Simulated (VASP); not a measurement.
## IrS: single point with PBEsol

The system is IrS.

```xyz
2
Lattice="0.0000 2.4553 2.4553 2.4553 0.0000 2.4553 2.4553 2.4553 0.0000" Properties=species:S:1:pos:R:3 pbc="T T T"
Ir    2.4553    2.4553    2.4553
S     0.0000    0.0000    0.0000
```

| Item | Value |
| --- | --- |
| Program | VASP 6.6.1 |
| Task | single point |
| Functional | PBEsol |
| Potentials or basis | VASP PAW PBE potentials, release 64 (Ir_sv_GW, S) |
| Cutoff | 560 eV |
| k mesh | 10 × 10 × 10 |
| Occupations | gaussian, width 0.05 eV |
| Spin | no spin polarisation |
| Dipole correction | no |
| Further INCAR settings | ALGO = Normal; EDIFF = 1e-06; NBANDS = 18 |

The pressure is -4.7 GPa and the band gap on the k mesh is zero (an odd number of electrons rules out a gap without spin polarisation).

Levels at points of the mesh, in eV from the Fermi level:
```
           k point  band 9  band 10  band 11  band 12  band 13  band 14  band 15  band 16
(0.00, 0.00, 0.00)   -2.98    -2.98    -2.30    -2.30    -2.30     2.80    10.12    12.68
(0.50, 0.00, 0.00)   -1.17    -1.17    -0.54     3.16     4.31     4.31     6.47     6.47
(0.50, 0.50, 0.00)   -3.96    -2.14    -0.59    -0.59    -0.13     1.62    10.41    11.61
```

Wall time 37 s on 1 thread of AMD EPYC 7R43 64-Core Processor (Zen 3) (shared host), peak memory 0.15 GiB.

Caveat: the cell stands under tension; the PAW data sets were made with another functional, which shifts forces and pressure a little; spin-orbit coupling is left out, which moves the levels of the heavy elements.
